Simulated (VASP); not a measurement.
# Al (Fm-3m) in VASP: single point with r2SCAN

Aim: the single point of Al with r2SCAN.

Program: VASP 6.6.1. These are calculated values, not measurements. Logs are shortened: lines on timing, memory, paths and dates and some standing lists are left out, and cuts for length are marked.

### 1 The cell of the first run

The structure is cubic, space group Fm-3m (No. 225). The conventional cell has a = 3.993 Å, b = 3.993 Å, c = 3.993 Å, α = 90.00°, β = 90.00°, γ = 90.00°. Al (site symmetry m-3m) has 12 Al at 2.82 Å within 3.7 Å.

### 2 Single point, r2SCAN

POSCAR

```
Al
1.0
    0.0000000000      1.9966725523      1.9966725523
    1.9966725523      0.0000000000      1.9966725523
    1.9966725523      1.9966725523      0.0000000000
Al
1
Direct
    0.0000000000      0.0000000000      0.0000000000
```

INCAR.step1

```
SYSTEM = Al
ALGO = Normal ; EDIFF = 1E-4
ENCUT = 520 ; GGA = PE
ISMEAR = 1 ; LASPH = .TRUE.
LCHARG = .FALSE. ; LREAL = .FALSE.
LWAVE = .TRUE. ; NBANDS = 8
NELM = 100 ; PREC = Accurate
SIGMA = 0.1
```

INCAR.step2

```
SYSTEM = Al
ALGO = Normal ; EDIFF = 1E-7
ENCUT = 520 ; ISIF = 2
ISMEAR = 1 ; ISTART = 1
LASPH = .TRUE. ; LCHARG = .FALSE.
LMIXTAU = .TRUE. ; LREAL = .FALSE.
LWAVE = .FALSE. ; METAGGA = R2SCAN
NBANDS = 8 ; NELM = 100
PREC = Accurate ; SIGMA = 0.1
```

KPOINTS

```
k-points
0
G
  40 40 40
  0 0 0
```

Potentials or basis: VASP PAW PBE potentials, release 64 (Al).

Command:

```sh
$ cat potpaw_PBE.64/Al/POTCAR > POTCAR
$ cp INCAR.step1 INCAR
$ mpirun -np 1 vasp_std > vasp.out
$ cp INCAR.step2 INCAR
$ mpirun -np 1 vasp_std > vasp.out
```

OUTCAR:

```text
SYSTEM = Al
   EDIFF = 1E-7
   ENCUT = 520
   ISIF = 2
   ISMEAR = 1
   ISTART = 1
   LASPH = .TRUE.
   LREAL = .FALSE.
   METAGGA = R2SCAN
   NELM = 100
   PREC = Accurate

 ion  position               nearest neighbor table
   1  0.000  0.000  0.000-

  LATTYP: Found a face centered cubic cell.
 ALAT       =     3.9933451046

  Lattice vectors:

 A1 = (   0.0000000000,   1.9966725523,   1.9966725523)
 A2 = (   1.9966725523,   0.0000000000,   1.9966725523)
 A3 = (   1.9966725523,   1.9966725523,   0.0000000000)

Analysis of symmetry for initial positions (statically):
=====================================================================
 Subroutine PRICEL returns:
 Original cell was already a primitive cell.

 Routine SETGRP: Setting up the symmetry group for a
 face centered cubic supercell.

 Subroutine GETGRP returns: Found 48 space group operations
 (whereof 48 operations were pure point group operations)
 out of a pool of 48 trial point group operations.

The static configuration has the point symmetry O_h .

Analysis of symmetry for dynamics (positions and initial velocities):
=====================================================================
 Subroutine PRICEL returns:
 Original cell was already a primitive cell.

 Routine SETGRP: Setting up the symmetry group for a
 face centered cubic supercell.

 Subroutine GETGRP returns: Found 48 space group operations
 (whereof 48 operations were pure point group operations)
 out of a pool of 48 trial point group operations.

The dynamic configuration has the point symmetry O_h .

 Subroutine INISYM returns: Found 48 space group operations
 (whereof 48 operations are pure point group operations),
 and found     1 'primitive' translations

----------------------------------------------------------------------------------------

                                     Primitive cell

  volume of cell :      15.9203

  direct lattice vectors                    reciprocal lattice vectors
     0.000000000  1.996672552  1.996672552    -0.250416624  0.250416624  0.250416624
     1.996672552  0.000000000  1.996672552     0.250416624 -0.250416624  0.250416624
     1.996672552  1.996672552  0.000000000     0.250416624  0.250416624 -0.250416624

  length of vectors
     2.823721403  2.823721403  2.823721403     0.433734316  0.433734316  0.433734316

  position of ions in fractional coordinates (direct lattice)
     0.000000000  0.000000000  0.000000000

  ion indices of the primitive-cell ions
   primitive index   ion index
                 1           1

----------------------------------------------------------------------------------------

 KPOINTS: k-points

Automatic generation of k-mesh.
 Grid dimensions read from file:
 generate k-points for:   40   40   40

 Generating k-lattice:

  Cartesian coordinates                     Fractional coordinates (reciprocal lattice)
    -0.006260416  0.006260416  0.006260416     0.025000000  0.000000000  0.000000000
     0.006260416 -0.006260416  0.006260416     0.000000000  0.025000000  0.000000000
     0.006260416  0.006260416 -0.006260416     0.000000000  0.000000000  0.025000000

  Length of vectors
     0.010843358  0.010843358  0.010843358

  Shift w.r.t. Gamma in fractional coordinates (k-lattice)
     0.000000000  0.000000000  0.000000000

 Subroutine IBZKPT returns following result:
 ===========================================

 Found   1661 irreducible k-points:

 Following reciprocal coordinates:
            Coordinates               Weight
  0.000000  0.000000  0.000000      1.000000
  0.025000  0.000000  0.000000      8.000000
  0.050000  0.000000  0.000000      8.000000
  0.075000  0.000000  0.000000      8.000000
  0.100000  0.000000  0.000000      8.000000
  0.125000  0.000000  0.000000      8.000000
[... 16 lines left out ...]
  0.050000  0.025000  0.000000     24.000000
  0.075000  0.025000  0.000000     24.000000
 [... further k-points ...]
   k-points           NKPTS =   1661   k-points in BZ     NKDIM =   1661   number of bands    NBANDS=      8
   number of dos      NEDOS =    301   number of ions     NIONS =      1
   total plane-waves  NPLWV =  13824
   dimension x,y,z NGX =    24 NGY =   24 NGZ =   24
   dimension x,y,z NGXF=    48 NGYF=   48 NGZF=   48
   ions per type =               1
   NGX,Y,Z   is equivalent  to a cutoff of  14.13, 14.13, 14.13 a.u.
   NGXF,Y,Z  is equivalent  to a cutoff of  28.26, 28.26, 28.26 a.u.
 SYSTEM =  Al
   PREC   = accura    normal or accurate (medium, high low for compatibility)
   ISTART =      1    job   : 0-new  1-cont  2-samecut
   ICHARG =      0    charge: 1-file 2-atom 10-const
   ISPIN  =      1    spin polarized calculation?
   LNONCOLLINEAR =      F non collinear calculations
   LSORBIT =      F    spin-orbit coupling
   LASPH  =      T    aspherical Exc in radial PAW
   ENCUT  =  520.0 eV  38.22 Ry    6.18 a.u.   5.25  5.25  5.25*2*pi/ulx,y,z
   NELM   =    100;   NELMIN=  2; NELMDL=  0     # of ELM steps
   EDIFF  = 0.1E-06   stopping-criterion for ELM
   LREAL  =      F    real-space projection
   EDIFFG = 0.1E-05   stopping-criterion for IOM
   NSW    =      0    number of steps for IOM
   IBRION =     -1    ionic relax: 0-MD 1-quasi-New 2-CG
   NFREE  =      0    steps in history (QN), initial steepest desc. (CG)
   ISIF   =      2    stress and relaxation
   ISYM   =      2    0-nonsym 1-usesym 2-fastsym
   POTIM  = 0.5000    time-step for ionic-motion
   TEBEG  =    0.0;   TEEND  =   0.0 temperature during run
   PSTRESS=    0.0 pullay stress
   NELECT =       3.0000    total number of electrons
   NUPDOWN=      -1.0000    fix difference up-down
   EMIN   =  10.00;   EMAX   =-10.00  energy-range for DOS
   EFERMI =   0.00;   METHOD = LEGACY
   ISMEAR =     1;   SIGMA  =   0.10  broadening in eV -4-tet -1-fermi 0-gaus
   EFERMI_NEDOS =   21; number of points for ismear=-14 and -15
   IALGO  =     38    algorithm
   IMIX   =      4    mixing-type and parameters
     AMIX     =   0.40;   BMIX     =  1.00
     AMIX_MAG =   1.60;   BMIX_MAG =  1.00
  volume/ion in A,a.u.               =      15.92       107.44
  Fermi-wavevector in a.u.,A,eV,Ry     =   0.938567  1.773634 11.985470  0.880907
  Thomas-Fermi vector in A             =   2.065791
   LORBIT       =      0    0 simple, 1 ext, 2 COOP (PROOUT), +10 PAW based schemes
   METAGGA = R2SCAN    functional components
   LHFCALC =     F    Hartree Fock is set to
   AEXX    =    0.0000 exact exchange contribution
   IVDW    =     0    specifies the selected vdW correction
   LEPSILON=     F    determine dielectric tensor
   LRPA    =     F    only Hartree local field effects (RPA)
 non-spin polarized calculation
 Methfessel and Paxton  Order N= 1 SIGMA  =   0.10
  energy-cutoff  :      520.00
  volume of cell :       15.92
 maximum number of plane-waves:       445
 NGX is ok and might be reduce to    24
   NGX = 11   NGY = 11   NGZ = 11

 number of electron       3.0000000 magnetization

 Free energy of the ion-electron system (eV)
  ---------------------------------------------------
  ext. energy  EPLUGINS =         0.00000000
  ---------------------------------------------------
  free energy    TOTEN  =        -6.73847117 eV

  energy without entropy =       -6.73842963  energy(sigma->0) =       -6.73845733

 E-fermi :   8.4196     XC(G=0): -11.0400

 val. band max:        8.4188369195   @ k =  -0.2750   0.3000   0.0250
 cond. band min:       8.4291545770   @ k =  -0.4250   0.3500   0.1500
 fundamental gap:      0.0103176575
 Fermi energy:         8.4196016784

 k-point     1 :       0.0000    0.0000    0.0000
  band No.  band energies     occupation
      1      -3.7002      2.00000
      2      21.9209      0.00000
      3      21.9209      0.00000
      4      21.9209      0.00000
      5      24.1148      0.00000
      6      24.1148      0.00000
      7      24.1148      0.00000
      8      26.0175      0.00000

 k-point     2 :       0.0250    0.0000    0.0000
  band No.  band energies     occupation
      1      -3.6817      2.00000
      2      21.5021      0.00000
      3      21.8612      0.00000
      4      21.8612      0.00000
      5      24.2042      0.00000
      6      24.2042      0.00000
      7      24.3146      0.00000
      8      26.2227      0.00000

 k-point     3 :       0.0500    0.0000    0.0000
  band No.  band energies     occupation
      1      -3.6262      2.00000
      2      20.6124      0.00000
      3      21.7066      0.00000
      4      21.7066      0.00000
      5      24.4476      0.00000
      6      24.4476      0.00000
      7      24.5432      0.00000
      8      26.8433      0.00000

 k-point     4 :       0.0750    0.0000    0.0000
  band No.  band energies     occupation
      1      -3.5338      2.00000
      2      19.5764      0.00000
      3      21.5021      0.00000
      4      21.5021      0.00000
      5      24.6082      0.00000
      6      24.7979      0.00000
      7      24.7979      0.00000
      8      27.7502      0.00000

 k-point     5 :       0.1000    0.0000    0.0000
  band No.  band energies     occupation
      1      -3.4046      2.00000
      2      18.4942      0.00000
      3      21.2818      0.00000
      4      21.2818      0.00000
      5      24.5757      0.00000
      6      25.2158      0.00000
      7      25.2158      0.00000
      8      27.9828      0.00000

 k-point     6 :       0.1250    0.0000    0.0000
  band No.  band energies     occupation
      1      -3.2387      2.00000
      2      17.4009      0.00000
      3      21.0653      0.00000
      4      21.0653      0.00000
      5      24.4977      0.00000
      6      25.6638      0.00000
      7      25.6638      0.00000
      8      27.4594      0.00000

 k-point     7 :       0.1500    0.0000    0.0000
  band No.  band energies     occupation
      1      -3.0361      2.00000
      2      16.3121      0.00000
      3      20.8631      0.00000
      4      20.8631      0.00000
      5      24.4000      0.00000
      6      26.0355      0.00000
      7      26.0355      0.00000
      8      27.0486      0.00000

 k-point     8 :       0.1750    0.0000    0.0000
  band No.  band energies     occupation
      1      -2.7970      2.00000
      2      15.2362      0.00000
      3      20.6813      0.00000
      4      20.6813      0.00000
      5      24.2976      0.00000
      6      25.9498      0.00000
      7      25.9498      0.00000
      8      27.1403      0.00000

 k-point     9 :       0.2000    0.0000    0.0000
  band No.  band energies     occupation
      1      -2.5217      2.00000
      2      14.1783      0.00000
      3      20.5232      0.00000
      4      20.5232      0.00000
      5      24.2002      0.00000
      6      25.5014      0.00000
      7      25.5014      0.00000
      8      27.6445      0.00000

 k-point    10 :       0.2250    0.0000    0.0000
  band No.  band energies     occupation
      1      -2.2104      2.00000
      2      13.1415      0.00000
      3      20.3909      0.00000
      4      20.3909      0.00000
      5      24.1151      0.00000
      6      24.9952      0.00000
      7      24.9952      0.00000
      8      28.2592      0.00000
[... 78 lines left out ...]
 k-point    18 :       0.4250    0.0000    0.0000
  band No.  band energies     occupation
      1       1.5390      2.00000
      2       5.8105      2.00000
      3      20.3469      0.00000
      4      20.3469      0.00000
      5      21.6914      0.00000
      6      21.6914      0.00000
      7      24.2797      0.00000
      8      25.9359      0.00000

 k-point    19 :       0.4500    0.0000    0.0000
  band No.  band energies     occupation
      1       2.1542      2.00000
      2       5.0341      2.00000
      3      20.4613      0.00000
      4      20.4613      0.00000
      5      21.4236      0.00000
      6      21.4236      0.00000
      7      24.4089      0.00000
      8      25.6497      0.00000

 k-point    20 :       0.4750    0.0000    0.0000
  band No.  band energies     occupation
      1       2.7852      2.00000
      2       4.3064      2.00000
      3      20.5814      0.00000
      4      20.5814      0.00000
      5      21.2115      0.00000
      6      21.2115      0.00000
      7      24.5311      0.00000
      8      25.4327      0.00000

 k-point    21 :       0.5000    0.0000    0.0000
  band No.  band energies     occupation
      1       3.2472      2.00000
      2       3.8121      2.00000
      3      20.6461      0.00000
      4      20.6461      0.00000
      5      21.1160      0.00000
      6      21.1160      0.00000
      7      24.5887      0.00000
      8      25.3435      0.00000

 k-point    22 :       0.0250    0.0250    0.0000
  band No.  band energies     occupation
      1      -3.6755      2.00000
      2      21.6599      0.00000
      3      21.6599      0.00000
      4      21.7169      0.00000
      5      24.0533      0.00000
      6      24.4127      0.00000
      7      24.4127      0.00000
      8      26.2707      0.00000

 k-point    23 :       0.0500    0.0250    0.0000
  band No.  band energies     occupation
      1      -3.6324      2.00000
      2      20.9141      0.00000
      3      21.4103      0.00000
      4      21.7577      0.00000
      5      24.0756      0.00000
      6      24.6849      0.00000
      7      24.7284      0.00000
      8      26.7229      0.00000

 k-point    24 :       0.0750    0.0250    0.0000
  band No.  band energies     occupation
      1      -3.5523      2.00000
      2      19.9221      0.00000
      3      21.1462      0.00000
      4      21.7083      0.00000
      5      24.2626      0.00000
      6      24.8079      0.00000
      7      25.1161      0.00000
      8      27.5306      0.00000

 [... further k-points ...]
[... 5 lines left out ...]
  --------------------------------------------------------------------------------------
  -------------------------------------------------------------------------------------
  Total       -0.0324404     -0.0324404     -0.0324404      0.0000000      0.0000000      0.0000000
  in kB       -3.2647231     -3.2647231     -3.2647231      0.0000000      0.0000000      0.0000000
  external PRESSURE =      -3.2647231 kB  Pullay stress =       0.0000000 kB

 VOLUME and BASIS-vectors are now :
 -----------------------------------------------------------------------------
  energy-cutoff  :      520.00
  volume of cell :       15.92
      direct lattice vectors                 reciprocal lattice vectors
     0.000000000  1.996672552  1.996672552    -0.250416624  0.250416624  0.250416624
     1.996672552  0.000000000  1.996672552     0.250416624 -0.250416624  0.250416624
     1.996672552  1.996672552  0.000000000     0.250416624  0.250416624 -0.250416624

 POSITION                                       TOTAL-FORCE (eV/Angst)
 -----------------------------------------------------------------------------------
      0.00000      0.00000      0.00000         0.000000      0.000000      0.000000
 -----------------------------------------------------------------------------------
    total drift:                               -0.000000      0.000000      0.000000

  FREE ENERGIE OF THE ION-ELECTRON SYSTEM (eV)
  ---------------------------------------------------
  free  energy   TOTEN  =        -6.7384711718 eV

  energy  without entropy=       -6.7384296327  energy(sigma->0) =       -6.73845733
```

It took 10 min on 1 thread of Intel Xeon Platinum 8259CL at 2.50GHz (Skylake/Cascade Lake), shared host; peak memory 0.29 GiB.

What came out:

| Item | Value |
| --- | --- |
| Free energy | -6.7385 eV |
| Pressure | -0.3 GPa |
| Band gap on the k mesh | zero (an odd number of electrons rules out a gap without spin polarisation) |

Caveat: the PAW data sets were made with another functional, which shifts forces and pressure a little.
